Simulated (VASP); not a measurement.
Wanted: the native input for a VASP 6.6.1 run.

| Quantity | Value |
| --- | --- |
| Task | relaxation of cell and atoms |
| Functional | PBE |
| Potentials or basis | VASP PAW PBE potentials, release 64 (Mg, Cd, O) |
| Cutoff | 600 eV |
| k mesh | 6 × 6 × 4 |
| Occupations | gaussian, width 0.1 eV |
| Spin | no spin polarisation |
| Dipole correction | no |
| Further INCAR settings | ALGO = Normal; EDIFF = 1e-06; IBRION = 2; EDIFFG = -0.04; NSW = 90; ISIF = 3 |

The structure of MgCdO lies in POSCAR:

```
MgCdO
1.0
    3.2278556000      0.0000000000      0.0000000000
    0.0000000000      3.2278556000      0.0000000000
    0.0000000000      0.0000000000      4.4375386800
Mg Cd O
1 1 1
Direct
    0.0000000000      0.0000000000      0.5000000000
    0.0000000000      0.0000000000      0.0000000000
    0.5000000000      0.5000000000      0.0000000000
```

These files were run (other wordings do the same):

INCAR

```
SYSTEM = MgCdO
PREC = Accurate
ENCUT = 600
EDIFF = 1E-6
ISMEAR = 0
SIGMA = 0.1
LREAL = .False.
LASPH = .True.
NELM = 100
ALGO = Normal
ISIF = 3
LWAVE = .False.
LCHARG = .False.
GGA = PE
IBRION = 2
NSW = 90
EDIFFG = -0.04
```

KPOINTS

```
Automatic mesh
0
Gamma
  6 6 4
  0 0 0
```

Potentials or basis: VASP PAW PBE potentials, release 64 (Mg, Cd, O).

Run with:

```bash
$ cat potpaw_PBE.64/Mg/POTCAR potpaw_PBE.64/Cd/POTCAR potpaw_PBE.64/O/POTCAR > POTCAR
$ mpirun -np 1 vasp_std > vasp.out
```

Results of the run:

The relaxed volume is 20.65 Å³/atom and the relaxed cell is a = 3.187 Å, b = 3.187 Å, c = 6.101 Å, α = 90.00°, β = 90.00°, γ = 90.00°. The space group after relaxing (to 0.05 Å) is P4/mmm (No. 123), the energy gained by relaxing is 797.5 meV/atom and the ionic steps are 8. The pressure after relaxing is 0.1 GPa and the band gap on the k mesh is zero (band 10 reaches 3.02 eV, above the bottom of band 11 at -0.30 eV).

Caveat: the volume moved by over 15 % at a fixed basis, so the end points are rough.

Run time: 74 s on 1 thread of Intel(R) Xeon(R) Platinum 8559C (Emerald Rapids), on a shared host, peak memory 0.19 GiB.
